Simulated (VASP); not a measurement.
# MgSn5 (P-62m) in VASP: further runs

The runs below take MgSn5 through single point, with PBEsol.

Program: VASP 6.6.1. These are calculated values, not measurements. Logs are shortened: lines on timing, memory, paths and dates and some standing lists are left out, and cuts for length are marked.

**1. The cell of the first run**

The structure is hexagonal, space group P-62m (No. 189). Conventional cell: a = 5.650 Å, b = 5.650 Å, c = 5.617 Å, α = 90.00°, β = 90.00°, γ = 120.00°. Within 4.3 Å of Mg (site symmetry -62m) lie 12 Sn at 3.26 to 3.37 Å. Sn (site symmetry m2m) has 10 Sn at 3.23 to 3.39 Å and 2 Mg at 3.37 Å within 4.2 Å. Sn (site symmetry -6) has 3 Mg at 3.26 Å and 9 Sn at 3.26 to 3.39 Å within 4.3 Å.

**2. Single point, PBEsol**

INCAR reads:

```
SYSTEM = MgSn5
  ALGO = Normal
  EDIFF = 1E-7
  ENCUT = 520
  GGA = PS
  ISIF = 2
  ISMEAR = -1
  LASPH = .TRUE.
  LCHARG = .FALSE.
  LREAL = .FALSE.
  LWAVE = .FALSE.
  NBANDS = 45
  NELM = 60
  PREC = Accurate
  SIGMA = 0.05
```

KPOINTS reads:

```
k-points
0
G
  2 2 2
  0 0 0
```

POSCAR reads:

```
MgSn5
1.0
    5.6501780000      0.0000000000      0.0000000000
   -2.8250890000      4.8931980000      0.0000000000
    0.0000000000      0.0000000000      5.6172030000
Mg Sn
1 5
Direct
    0.0000000000      0.0000000000      0.5000000000
    0.6700040000      0.0000000000      0.0000000000
    0.3299960000      0.3299960000      0.0000000000
    0.0000000000      0.6700040000      0.0000000000
    0.6666666667      0.3333333333      0.5000000000
    0.3333333333      0.6666666667      0.5000000000
```

Potentials or basis: VASP PAW PBE potentials, release 64 (Mg, Sn_d).

Started as:

```console
$ cat potpaw_PBE.64/Mg/POTCAR potpaw_PBE.64/Sn_d/POTCAR > POTCAR
$ mpirun -np 1 vasp_std > vasp.out
```

OUTCAR:

```text
SYSTEM = MgSn5
   EDIFF = 1E-7
   ENCUT = 520
   GGA = PS
   ISIF = 2
   ISMEAR = -1
   LASPH = .TRUE.
   LREAL = .FALSE.
   NELM = 60
   PREC = Accurate

 ion  position               nearest neighbor table
   1  0.000  0.000  0.500-   5 3.26   6 3.26   5 3.26   6 3.26   5 3.26   6 3.26   2 3.37   2 3.37
                             3 3.37   4 3.37   4 3.37   3 3.37
   2  0.670  0.000  0.000-   3 3.23   4 3.23   3 3.28   4 3.28   3 3.28   4 3.28   1 3.37   1 3.37
                             5 3.39   5 3.39   6 3.39   6 3.39
   3  0.330  0.330  0.000-   2 3.23   4 3.23   2 3.28   4 3.28   4 3.28   2 3.28   1 3.37   1 3.37
                             5 3.39   5 3.39   6 3.39   6 3.39
   4  0.000  0.670  0.000-   2 3.23   3 3.23   2 3.28   3 3.28   3 3.28   2 3.28   1 3.37   1 3.37
                             6 3.39   6 3.39   5 3.39   5 3.39
   5  0.667  0.333  0.500-   1 3.26   6 3.26   1 3.26   6 3.26   6 3.26   1 3.26   3 3.39   3 3.39
                             2 3.39   2 3.39   4 3.39   4 3.39
   6  0.333  0.667  0.500-   1 3.26   5 3.26   1 3.26   5 3.26   5 3.26   1 3.26   4 3.39   4 3.39
                             2 3.39   2 3.39   3 3.39   3 3.39

  LATTYP: Found a hexagonal cell.
 ALAT       =     5.6501780000
 C/A-ratio  =     0.9941639007

  Lattice vectors:

 A1 = (   5.6501780000,   0.0000000000,   0.0000000000)
 A2 = (  -2.8250890000,   4.8931980000,   0.0000000000)
 A3 = (   0.0000000000,   0.0000000000,   5.6172030000)

Analysis of symmetry for initial positions (statically):
=====================================================================
 Subroutine PRICEL returns:
 Original cell was already a primitive cell.

 Routine SETGRP: Setting up the symmetry group for a
 hexagonal supercell.

 Subroutine GETGRP returns: Found 12 space group operations
 (whereof 12 operations were pure point group operations)
 out of a pool of 24 trial point group operations.

The static configuration has the point symmetry D_3h.

Analysis of symmetry for dynamics (positions and initial velocities):
=====================================================================
 Subroutine PRICEL returns:
 Original cell was already a primitive cell.

 Routine SETGRP: Setting up the symmetry group for a
 hexagonal supercell.

 Subroutine GETGRP returns: Found 12 space group operations
 (whereof 12 operations were pure point group operations)
 out of a pool of 24 trial point group operations.

The dynamic configuration has the point symmetry D_3h.

 Subroutine INISYM returns: Found 12 space group operations
[... 86 lines left out ...]
   EDIFFG = 0.1E-05   stopping-criterion for IOM
   NSW    =      0    number of steps for IOM
   IBRION =     -1    ionic relax: 0-MD 1-quasi-New 2-CG
   NFREE  =      0    steps in history (QN), initial steepest desc. (CG)
   ISIF   =      2    stress and relaxation
   ISYM   =      2    0-nonsym 1-usesym 2-fastsym
   POTIM  = 0.5000    time-step for ionic-motion
   TEBEG  =    0.0;   TEEND  =   0.0 temperature during run
   PSTRESS=    0.0 pullay stress
   NELECT =      72.0000    total number of electrons
   NUPDOWN=      -1.0000    fix difference up-down
   EMIN   =  10.00;   EMAX   =-10.00  energy-range for DOS
   EFERMI =   0.00;   METHOD = LEGACY
   ISMEAR =    -1;   SIGMA  =   0.05  broadening in eV -4-tet -1-fermi 0-gaus
   EFERMI_NEDOS =   21; number of points for ismear=-14 and -15
   IALGO  =     38    algorithm
   IMIX   =      4    mixing-type and parameters
     AMIX     =   0.40;   BMIX     =  1.00
     AMIX_MAG =   1.60;   BMIX_MAG =  1.00
  volume/ion in A,a.u.               =      25.88       174.67
  Fermi-wavevector in a.u.,A,eV,Ry     =   1.267051  2.394379 21.843030  1.605417
  Thomas-Fermi vector in A             =   2.400219
   LORBIT       =      0    0 simple, 1 ext, 2 COOP (PROOUT), +10 PAW based schemes
   GGA     = PS    functional components
   LHFCALC =     F    Hartree Fock is set to
   AEXX    =    0.0000 exact exchange contribution
   IVDW    =     0    specifies the selected vdW correction
   LEPSILON=     F    determine dielectric tensor
   LRPA    =     F    only Hartree local field effects (RPA)
 non-spin polarized calculation
  energy-cutoff  :      520.00
  volume of cell :      155.30
 maximum number of plane-waves:      4208
   NGX = 21   NGY = 21   NGZ = 21

 number of electron      71.9999998 magnetization

 Free energy of the ion-electron system (eV)
  ---------------------------------------------------
  ext. energy  EPLUGINS =         0.00000000
  ---------------------------------------------------
  free energy    TOTEN  =       -22.85412998 eV

  energy without entropy =      -22.80042315  energy(sigma->0) =      -22.82727657

 E-fermi :   8.1945     XC(G=0): -10.3085

 val. band max:        7.9395156238   @ k =   0.5000  -0.0000   0.0000
 cond. band min:       8.2262579926   @ k =   0.5000  -0.0000   0.0000
 fundamental gap:      0.2867423688
 Fermi energy:         8.1944780755

 k-point     1 :       0.0000    0.0000    0.0000
  band No.  band energies     occupation
      1     -14.0651      2.00000
      2     -14.0349      2.00000
      3     -14.0349      2.00000
      4     -14.0225      2.00000
      5     -14.0225      2.00000
      6     -14.0080      2.00000
[... 181 lines left out ...]
     44      10.6003      0.00000
     45      11.3230      0.00000

------------------------ aborting loop because EDIFF is reached ----------------------------------------

  FORCE on cell =-STRESS in cart. coord.  units (eV):
  Direction    XX          YY          ZZ          XY          YZ          ZX
  --------------------------------------------------------------------------------------
  -------------------------------------------------------------------------------------
  Total       -0.3551680     -0.3551680     -1.2232557      0.0000000      0.0000000      0.0000000
  in kB       -3.6641171     -3.6641175    -12.6198096      0.0000000      0.0000000      0.0000000
  external PRESSURE =      -6.6493480 kB  Pullay stress =       0.0000000 kB

 VOLUME and BASIS-vectors are now :
 -----------------------------------------------------------------------------
  energy-cutoff  :      520.00
  volume of cell :      155.30
      direct lattice vectors                 reciprocal lattice vectors
     5.650178000  0.000000000  0.000000000     0.176985575  0.102182663  0.000000000
    -2.825089000  4.893198000  0.000000000     0.000000000  0.204365325  0.000000000
     0.000000000  0.000000000  5.617203000     0.000000000  0.000000000  0.178024544

 POSITION                                       TOTAL-FORCE (eV/Angst)
 -----------------------------------------------------------------------------------
      0.00000      0.00000      2.80860        -0.000000      0.000000     -0.000000
      3.78564      0.00000      0.00000        -0.046671      0.000000     -0.000000
      0.93227      1.61474      0.00000         0.023336      0.040419     -0.000000
     -1.89282      3.27846      0.00000         0.023336     -0.040419      0.000000
      2.82509      1.63107      2.80860         0.000000      0.000000     -0.000000
     -0.00000      3.26213      2.80860        -0.000000      0.000000     -0.000000
 -----------------------------------------------------------------------------------
    total drift:                               -0.000000     -0.000000      0.000000

  FREE ENERGIE OF THE ION-ELECTRON SYSTEM (eV)
  ---------------------------------------------------
  free  energy   TOTEN  =       -22.8541299759 eV

  energy  without entropy=      -22.8004231542  energy(sigma->0) =      -22.82727657
```

It used 52 s of CPU time on 1 thread of AMD EPYC 7R13 Processor (Zen 3) (shared host).

What came out:

```
Free energy            : -22.8541 eV
Pressure               : -0.7 GPa
Largest force          : 0.047 eV/Å
Band gap on the k mesh : zero (band 36 reaches 8.65 eV, above the bottom of band 37 at 6.40 eV)
```

Forces on the atoms (eV/Å):
```
Mg   0.000  0.000  0.000
Sn  -0.047  0.000  0.000
Sn   0.023  0.040  0.000
Sn   0.023 -0.040  0.000
Sn   0.000  0.000  0.000
Sn   0.000  0.000  0.000
```

Levels at points of the mesh, in eV from the Fermi level:
```
           k point  band 35  band 36  band 37  band 38  band 39  band 40
(0.00, 0.00, 0.00)    -1.22    -0.84    -0.84     0.18     0.21     0.21
(0.50, 0.00, 0.00)    -1.84    -1.09    -0.25     0.03     0.69     0.79
(0.00, 0.00, 0.50)    -2.83    -2.83    -1.79    -1.60    -1.60     0.28
(0.50, 0.00, 0.50)     0.25     0.45     1.11     1.26     1.63     1.90
```

Caveat: the k points lie up to 0.64 Å⁻¹ apart; the PAW data sets were made with another functional, which shifts forces and pressure a little; spin-orbit coupling is left out, which moves the levels of the heavy elements.

**3. Single point, PBEsol**

INCAR reads:

```
SYSTEM = MgSn5
PREC = Accurate
ENCUT = 520
EDIFF = 1E-6
ISMEAR = -1
SIGMA = 0.05
LREAL = .FALSE.
LASPH = .TRUE.
NELM = 60
ALGO = Normal
ISIF = 2
LWAVE = .FALSE.
LCHARG = .TRUE.
GGA = PS
LELF = .TRUE.
LVHAR = .TRUE.
NBANDS = 45
```

KPOINTS reads:

```
regular mesh
0
G
  3 3 3
  0 0 0
```

POSCAR is that of step 2.

Potentials or basis: VASP PAW PBE potentials, release 64 (Mg, Sn_d).

Started as:

```console
$ cat potpaw_PBE.64/Mg/POTCAR potpaw_PBE.64/Sn_d/POTCAR > POTCAR
$ mpirun -np 1 vasp_std > vasp.out
```

It used 72 s of CPU time on 1 thread of AMD EPYC 7R13 Processor (Zen 3) (shared host).

The run converged. Its results:

```yaml
Free_energy: -23.0128 eV
Pressure: -0.3 GPa
Largest_force: 0.028 eV/Å
Band_gap_on_the_k_mesh: zero (band 36 reaches 7.69 eV, above the bottom of band 37 at 5.98 eV)
```

Forces on the atoms (eV/Å):
```
Mg   0.000  0.000  0.000
Sn  -0.028  0.000  0.000
Sn   0.014  0.024  0.000
Sn   0.014 -0.024  0.000
Sn   0.000  0.000  0.000
Sn   0.000  0.000  0.000
```

Stress tensor (GPa, compression positive):
```
-0.11  0.00  0.00
 0.00 -0.11  0.00
 0.00  0.00 -0.52
```

Levels at points of the mesh, in eV from the Fermi level:
```
           k point  band 33  band 34  band 35  band 36  band 37  band 38  band 39  band 40  band 41  band 42
(0.00, 0.00, 0.00)    -3.01    -2.76    -0.47    -0.25    -0.25     0.88     0.96     0.96     1.02     1.02
```

Caveat: the k points lie up to 0.43 Å⁻¹ apart; the PAW data sets were made with another functional, which shifts forces and pressure a little; spin-orbit coupling is left out, which moves the levels of the heavy elements.
